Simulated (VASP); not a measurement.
Write the native input for VASP 6.6.1 that does the following.

```yaml
Task: single point
Functional: LDA
Potentials_or_basis: VASP PAW LDA potentials, release 64 (Mg, N, Cl)
Cutoff: 520 eV
k_mesh: 9 × 9 × 9
Occupations: gaussian, width 0.05 eV
Spin: no spin polarisation
Dipole_correction: no
Further_INCAR_settings: ALGO = Normal; EDIFF = 1e-06; NBANDS = 16
```

The structure of Mg2NCl lies in POSCAR:

```
Mg2NCl
1.0
    1.6606666161      0.9587863178      6.1530514250
   -1.6606666161      0.9587863178      6.1530514250
    0.0000000000     -1.9175726357      6.1530514250
Mg N Cl
2 1 1
Direct
    0.2228150000      0.2228150000      0.2228150000
    0.7771850000      0.7771850000      0.7771850000
    0.5000000000      0.5000000000      0.5000000000
    0.0000000000      0.0000000000      0.0000000000
```

This cell differs from its parent crystal: strain +0.000 along x and y, +0.025 along z.

One way to write it, as run:

INCAR

```
SYSTEM = Mg2NCl
ALGO     = Normal         ! electronic algorithm
EDIFF    = 1E-6           ! SCF threshold, eV
ENCUT    = 520            ! plane-wave cutoff, eV
ISIF     = 2              ! what is computed and relaxed
ISMEAR   = 0              ! smearing method
LASPH    = .True.         ! aspherical terms in the spheres
LCHARG   = .False.        ! write CHGCAR
LREAL    = .False.        ! projectors in reciprocal space
LWAVE    = .False.        ! write WAVECAR
NBANDS   = 16             ! bands
NELM     = 100            ! most SCF steps
PREC     = Accurate       ! precision mode
SIGMA    = 0.05           ! smearing width, eV
```

KPOINTS

```
k-points
0
Gamma
  9 9 9
  0 0 0
```

Potentials or basis: VASP PAW LDA potentials, release 64 (Mg, N, Cl).

Command:

```console
$ cat potpaw_LDA.64/Mg/POTCAR potpaw_LDA.64/N/POTCAR potpaw_LDA.64/Cl/POTCAR > POTCAR
$ mpirun -np 1 vasp_std > vasp.out
```

Results of the run:

The pressure is -8.2 GPa. The largest force is 0.395 eV/Å. The band gap on the k mesh is 1.83 eV.

Caveat: the cell differs from its parent crystal (strain +0.000 along x and y, +0.025 along z); the cell stands under tension; an odd mesh through Γ misses points on the zone boundary, where band edges can lie.

Wall time 97 s on 1 thread of Intel(R) Xeon(R) 6975P-C (Granite Rapids), with other jobs on the host, peak memory 0.31 GiB.
